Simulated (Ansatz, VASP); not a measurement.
**Ge: VASP beside Ansatz**

Contents of INCAR:

```
SYSTEM = Ge
ALGO = Normal
EDIFF = 1E-6
EDIFFG = -0.01
ENCUT = 600
GGA = RP
IBRION = 2
ISIF = 3
ISMEAR = -1
IVDW = 12
LASPH = .True.
LCHARG = .False.
LREAL = .False.
LWAVE = .False.
NELM = 80
NSW = 60
PREC = Accurate
SIGMA = 0.05
```

File KPOINTS:

```
k-points
0
Gamma
  11 11 10
  0 0 0
```

The input POSCAR:

```
Ge
1.0
    1.3971490000     -2.6005160000      0.0000000000
    1.3971490000      2.6005160000      0.0000000000
    0.0000000000      0.0000000000      2.6982310000
Ge
1
Direct
    0.5000000000      0.5000000000      0.0000000000
```

input.yaml

```yaml
crystal:
  lattice:
    - [1.397149, -2.600516, 0.0]
    - [1.397149, 2.600516, 0.0]
    - [0.0, 0.0, 2.698231]
  atoms:
    - { symbol: Ge, position: [0.5, 0.5, 0.0] }
hamiltonian:
  xc: rpbe
  pseudopotentials: { kind: paw }
  dispersion: d3bj
kpoints:
  mp_grid: { grid: [11, 11, 10] }
scf:
  occupations: { method: fermi_dirac, width: 0.05 }
output:
  forces: true
  stress: true
  eigenvalues: true
relax:
  f_tol: 0.01
  max_steps: 40
  cell: { stress_tol: 0.05 }
```

Alike in both runs: task relaxation of cell and atoms; functional RPBE; dispersion D3(BJ); k mesh 11 × 11 × 10; occupations fermi-dirac, width 0.05 eV; no spin polarisation.

```csv
,VASP,Ansatz
version,VASP 6.6.1,Ansatz 0.2.0
potentials or method,"VASP PAW PBE potentials, release 64 (Ge_d)",Ansatz PAW
plane-wave cutoff (eV),600,420
valence electrons in the cell,14,14
```

|  | VASP | Ansatz | Ansatz less VASP |
| --- | --- | --- | --- |
| gap on the k mesh at the Fermi level, each at its own relaxed structure (eV) | none | none | - |
| relaxed volume (Å³/atom) | 15.70 | 15.68 | -0.013 |
| relaxed cell length with the largest relative difference (Å) | 2.686 | 2.685 | -0.0015 |

VASP's potentials were made for PBE, not for RPBE. A gap of «none» marks a metal or a gap that the smearing closes.

Noted on VASP's run: the volume moved by over 15 % at a fixed basis, so the end points are rough. Noted on Ansatz's run: the volume moved by over 15 % at a fixed basis, so the end points are rough; the plane-wave basis is chosen anew once the cell has moved, so the energies of steps on either side of that aren't comparable.
